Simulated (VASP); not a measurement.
**HC16 (a cell with a defect): single point with PBEsol**

Crystal: HC16 (a cell with a defect).

```
CELL_PARAMETERS angstrom
0.00000 3.57000 3.57000
3.57000 0.00000 3.57000
3.57000 3.57000 0.00000
ATOMIC_POSITIONS crystal
C 0.98998 0.02666 0.98972
C 0.12077 0.11808 0.13193
C 0.99310 0.99674 0.50512
C 0.12109 0.12638 0.62291
C 0.99621 0.48783 0.00064
C 0.13109 0.59781 0.13652
C 0.99496 0.49835 0.50324
C 0.12179 0.62213 0.62646
C 0.49316 0.00081 0.99942
C 0.60942 0.13655 0.12558
C 0.49496 0.00248 0.49970
C 0.61915 0.12540 0.62580
C 0.49549 0.50640 0.99436
C 0.61801 0.62382 0.12682
C 0.49500 0.49930 0.50041
C 0.61957 0.62781 0.62124
H 0.90049 0.81198 0.06205
```

```json
{
 "Program": "VASP 6.6.1",
 "Task": "single point",
 "Functional": "PBEsol",
 "Potentials or basis": "VASP PAW PBE potentials, release 64 (C, H)",
 "Cutoff": "520 eV",
 "k mesh": "3 × 3 × 3",
 "Occupations": "gaussian, width 0.02 eV",
 "Spin": "no spin polarisation"
}
```

```yaml
Largest_force: 0.073 eV/Å
```

Forces on the atoms (eV/Å):
```
C   -0.003  0.031  0.003
C   -0.003  0.001  0.006
C    0.003 -0.010  0.011
C   -0.002  0.009  0.004
C    0.009 -0.009  0.002
C    0.013  0.013  0.039
C   -0.006  0.004 -0.001
C    0.002  0.006 -0.005
C   -0.001  0.002  0.002
C   -0.005  0.001  0.002
C    0.003  0.002  0.000
C    0.000  0.005  0.005
C    0.000  0.006 -0.013
C   -0.005 -0.001 -0.006
C   -0.008  0.001 -0.007
C   -0.003 -0.006  0.007
H    0.005 -0.054 -0.049
```

Levels at points of the mesh, in eV from the Fermi level:
```tsv
k point	band 28	band 29	band 30	band 31	band 32	band 33	band 34	band 35	band 36	band 37
(0.00, 0.00, 0.00)	-2.92	-2.78	-0.44	-0.29	-0.16	2.61	2.87	4.00	4.17	4.49
```

Run time: 79 s on 1 thread of Intel(R) Xeon(R) 6975P-C (Granite Rapids), on a shared host, peak memory 0.24 GiB.

Caveat: the k points lie up to 0.51 Å⁻¹ apart; the cell carries a net charge on a neutralising background, which shifts energy and pressure; the cell is charged against a uniform background, so pressure and absolute levels hang on convention; the PAW data sets were made with another functional, which shifts forces and pressure a little.
